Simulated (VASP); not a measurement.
# Ga (P6_3/mmc) in VASP: a series of runs, part 2 of 2

VASP 6.6.1.

**3. Single point, revPBE (volume scaled by 1.12)**

The input, INCAR:

```
SYSTEM = Ga
PREC = Accurate
ENCUT = 520
EDIFF = 1E-7
ISMEAR = -1
SIGMA = 0.1
LREAL = .False.
LASPH = .True.
NELM = 80
ALGO = Normal
ISIF = 2
LWAVE = .False.
LCHARG = .False.
GGA = RE
NBANDS = 20
```

The input, KPOINTS:

```
regular mesh
0
Gamma
  13 13 8
  0 0 0
```

The input, POSCAR:

```
Ga
1.0
    3.1798898884      0.0000000000      0.0000000000
   -1.5899449442      2.7538654246      0.0000000000
    0.0000000000      0.0000000000      5.0179576407
Ga
2
Direct
    0.3333333333      0.6666666667      0.2500000000
    0.6666666667      0.3333333333      0.7500000000
```

Potentials or basis: VASP PAW PBE potentials, release 64 (Ga_d).

Started as:

```sh
$ cat potpaw_PBE.64/Ga_d/POTCAR > POTCAR
$ mpirun -np 1 vasp_std > vasp.out
```

It took 54 s on 1 thread of Intel Xeon Platinum 8488C (Sapphire Rapids), shared host; peak memory 0.21 GiB.

The run converged. Its results:

```
Free energy            : -5.1326 eV
Pressure               : -3.6 GPa
Band gap on the k mesh : zero (band 13 reaches 8.38 eV, above the bottom of band 14 at 1.81 eV)
```

Stress tensor (GPa, compression positive):
```
-3.52  0.00  0.00
 0.00 -3.52  0.00
 0.00  0.00 -3.67
```

Levels at points of the mesh, in eV from the Fermi level:
| k point | band 11 | band 12 | band 13 | band 14 | band 15 | band 16 |
| --- | --- | --- | --- | --- | --- | --- |
| (0.00, 0.00, 0.00) | -9.98 | -4.46 | -3.18 | 8.07 | 8.07 | 9.92 |
| (0.00, 0.00, 0.50) | -8.47 | -8.47 | 3.71 | 3.71 | 9.13 | 9.13 |

Caveat: the cell differs from its parent crystal (volume scaled by 1.12); the PAW data sets were made with another functional, which shifts forces and pressure a little.

**4. Relaxation of cell and atoms, revPBE**

This run uses another cell than the first one, of 19.59 Å³/atom, 0.925 times its volume.

The input, INCAR:

```
SYSTEM = Ga
PREC = Accurate ; ENCUT = 600
EDIFF = 1E-7 ; ISMEAR = -1
SIGMA = 0.1 ; LREAL = .FALSE.
LASPH = .TRUE. ; NELM = 60
ALGO = Normal ; ISIF = 3
LWAVE = .FALSE. ; LCHARG = .FALSE.
GGA = RE ; IBRION = 2
NSW = 80 ; EDIFFG = -0.01
```

The input, KPOINTS:

```
Automatic mesh
0
G
  12 12 7
  0 0 0
```

The input, POSCAR:

```
Ga
1.0
    3.0261186087      0.0000000000      0.0000000000
   -1.5130593044      2.6206955900      0.0000000000
    0.0000000000      0.0000000000      4.9416516880
Ga
2
Direct
    0.3333333333      0.6666666667      0.2500000000
    0.6666666667      0.3333333333      0.7500000000
```

Potentials or basis: VASP PAW PBE potentials, release 64 (Ga_d).

Started as:

```sh
$ cat potpaw_PBE.64/Ga_d/POTCAR > POTCAR
$ mpirun -np 1 vasp_std > vasp.out
```

OUTCAR:

```text
SYSTEM = Ga
   PREC = Accurate
   ENCUT = 600
   EDIFF = 1E-7
   ISMEAR = -1
   LREAL = .FALSE.
   LASPH = .TRUE.
   NELM = 60
   ISIF = 3
   GGA = RE
   IBRION = 2
   NSW = 80
   EDIFFG = -0.01

 ion  position               nearest neighbor table
   1  0.333  0.667  0.250-
   2  0.667  0.333  0.750-

  LATTYP: Found a hexagonal cell.
 ALAT       =     3.0261186087
 C/A-ratio  =     1.6330000000

  Lattice vectors:

 A1 = (   3.0261186087,   0.0000000000,   0.0000000000)
 A2 = (  -1.5130593044,   2.6206955900,   0.0000000000)
 A3 = (   0.0000000000,   0.0000000000,   4.9416516880)

[... 319 lines left out ...]

 number of electron      26.0000000 magnetization

 Free energy of the ion-electron system (eV)
  ---------------------------------------------------
  ext. energy  EPLUGINS =         0.00000000
  ---------------------------------------------------
  free energy    TOTEN  =        -5.19609162 eV

  energy without entropy =       -5.17193537  energy(sigma->0) =       -5.18401350

 E-fermi :   5.2838     XC(G=0): -10.7147

 val. band max:        5.2712654601   @ k =   0.5000   0.0000   0.1429
 cond. band min:       5.3499571081   @ k =   0.2500   0.2500   0.2857
 fundamental gap:      0.0786916481
 Fermi energy:         5.2838162712

 k-point     1 :       0.0000    0.0000    0.0000
  band No.  band energies     occupation
      1      -9.6745      2.00000
      2      -9.5975      2.00000
      3      -9.5975      2.00000
      4      -9.5957      2.00000
      5      -9.5755      2.00000
      6      -9.5755      2.00000
[... 457 lines left out ...]
      4      -9.5998      2.00000
      5      -9.5443      2.00000
      6      -9.5220      2.00000
[... 9 lines left out ...]
     16      10.5239      0.00000
     17      12.5824      0.00000

 [... further k-points ...]
[... 5 lines left out ...]
  --------------------------------------------------------------------------------------
  -------------------------------------------------------------------------------------
  Total       -0.0081479     -0.0081479     -0.0031381      0.0000000     -0.0000000      0.0000000
  in kB       -0.3318034     -0.3318034     -0.1277907      0.0000000     -0.0000000      0.0000000
  external PRESSURE =      -0.2637992 kB  Pullay stress =       0.0000000 kB
[... 17 lines left out ...]
  FREE ENERGIE OF THE ION-ELECTRON SYSTEM (eV)
  ---------------------------------------------------
  free  energy   TOTEN  =        -5.1960916212 eV

  energy  without entropy=       -5.1719353689  energy(sigma->0) =       -5.18401350

 reached required accuracy - stopping structural energy minimisation
```

CONTCAR:

```text
Ga
   1.00000000000000
     3.0652313325073184   -0.0000000000007458    0.0000000000000000
    -1.5326156663049511    2.6545682024287531   -0.0000000000000000
    -0.0000000000000000    0.0000000000000000    4.8352548809593516
  Ga
     2
Direct
     0.3333333332999970    0.6666666667000030    0.2500000000000000
     0.6666666667000030    0.3333333332999970    0.7500000000000000

  0.00000000E+00  0.00000000E+00  0.00000000E+00
  0.00000000E+00  0.00000000E+00  0.00000000E+00
```

Wall time 2.1 min (1 thread of Intel Xeon Platinum 8488C (Sapphire Rapids), shared host); peak memory 0.2 GiB.

What came out:

```
Free energy                            : -5.1961 eV
Relaxed volume                         : 19.67 Å³/atom
Relaxed cell                           : a = 3.065 Å, b = 3.065 Å, c = 4.835 Å, α = 90.00°, β = 90.00°, γ = 120.00°
Space group after relaxing (to 0.05 Å) : P6_3/mmc (No. 194)
Energy gained by relaxing              : 1.9 meV/atom
Ionic steps                            : 5
Pressure after relaxing                : 0.0 GPa
Band gap on the k mesh                 : zero (band 13 reaches 8.71 eV, above the bottom of band 14 at 2.76 eV)
```

The path:
| step | energy change (eV) | largest force (eV/Å) | pressure (GPa) | volume (Å³) |
| --- | --- | --- | --- | --- |
| 1 | 0.0000 | 0.0000 | 0.05 | 39.19 |
| 2 | -0.0011 | 0.0000 | 0.03 | 39.22 |
| 3 | -0.0036 | 0.0000 | -0.02 | 39.31 |
| 4 | -0.0002 | 0.0000 | -0.09 | 39.45 |
| 5 | -0.0039 | 0.0000 | -0.03 | 39.34 |

Final structure:
```
Ga
1.0
     3.06523    0.00000    0.00000
    -1.53262    2.65457    0.00000
     0.00000    0.00000    4.83525
Ga
2
Cartesian
  0.0000 1.7697 1.2088
  1.5326 0.8849 3.6264
```

Levels at points of the mesh, in eV from the Fermi level:
```tsv
k point	band 10	band 11	band 12	band 13	band 14	band 15	band 16	band 17
(0.00, 0.00, 0.00)	-14.70	-10.74	-4.49	-3.64	8.87	8.87	10.87	10.87
(0.50, 0.00, 0.00)	-14.68	-5.68	-4.80	0.52	0.91	1.06	3.16	4.45
```

Caveat: the PAW data sets were made with another functional, which shifts forces and pressure a little.

**5. Single point, revPBE**

This run uses another cell than the first one, of 19.62 Å³/atom, 0.926 times its volume.

The input, INCAR:

```
PREC = Accurate
ENCUT = 520
EDIFF = 1E-6
ISMEAR = -1
SIGMA = 0.1
LREAL = False
LASPH = True
NELM = 100
ALGO = Normal
ISIF = 2
LWAVE = False
LCHARG = False
GGA = RE
NBANDS = 20
```

The input, KPOINTS:

```
regular mesh
0
Gamma
  19 19 11
```

The input, POSCAR:

```
Ga
1.0
    3.0620062595      0.0000000000      0.0000000000
   -1.5310031298      2.6517752072      0.0000000000
    0.0000000000      0.0000000000      4.8319338860
Ga
2
Direct
    0.3333333333      0.6666666667      0.2500000000
    0.6666666667      0.3333333333      0.7500000000
```

Started as:

```sh
$ cat potpaw_PBE.64/Ga_d/POTCAR > POTCAR
$ mpirun -np 1 vasp_std > vasp.out
```

Wall time 89 s (1 thread of Intel Xeon Platinum 8488C (Sapphire Rapids), shared host); peak memory 0.27 GiB.

The run converged. Its results:

```yaml
Free_energy: -5.1874 eV
Pressure: 0.2 GPa
Band_gap_on_the_k_mesh: zero (band 13 reaches 9.12 eV, above the bottom of band 14 at 2.64 eV)
```

Stress tensor (GPa, compression positive):
```
0.09 0.00 0.00
0.00 0.09 0.00
0.00 0.00 0.47
```

Levels at points of the mesh, in eV from the Fermi level:
```
           k point  band 9  band 10  band 11  band 12  band 13  band 14  band 15  band 16  band 17  band 18
(0.00, 0.00, 0.00)  -14.73   -14.73   -10.78    -4.52    -3.68     8.87     8.87    10.88    10.88    12.70
```

Caveat: the PAW data sets were made with another functional, which shifts forces and pressure a little.

**6. Overview**

```csv
task,cell,k mesh,cutoff (eV),gap on the mesh (eV),pressure (GPa)
single point,"a = 3.142, b = 3.142, c = 4.957 Å, angles 90.0, 90.0, 120.0°, 2 atoms",13 × 13 × 8,520,none,-2.6
single point,"a = 3.180, b = 3.180, c = 5.018 Å, angles 90.0, 90.0, 120.0°, 2 atoms",13 × 13 × 8,520,none,-3.6
relaxation of cell and atoms,"relaxed from a = 3.026, b = 3.026, c = 4.942 Å, angles 90.0, 90.0, 120.0°, 2 atoms",12 × 12 × 7,600,none,0.0
single point,"a = 3.062, b = 3.062, c = 4.832 Å, angles 90.0, 90.0, 120.0°, 2 atoms",19 × 19 × 11,520,none,0.2
```

Alike in all rows: level revPBE; potentials or basis VASP PAW PBE potentials, release 64 (Ga_d); no spin polarisation; smearing fermi-dirac 0.1 eV.

Caveats: the PAW data sets were made with another functional, which shifts forces and pressure a little.

Total energies depend on the potentials used, so only differences within one code and one set of settings carry meaning.
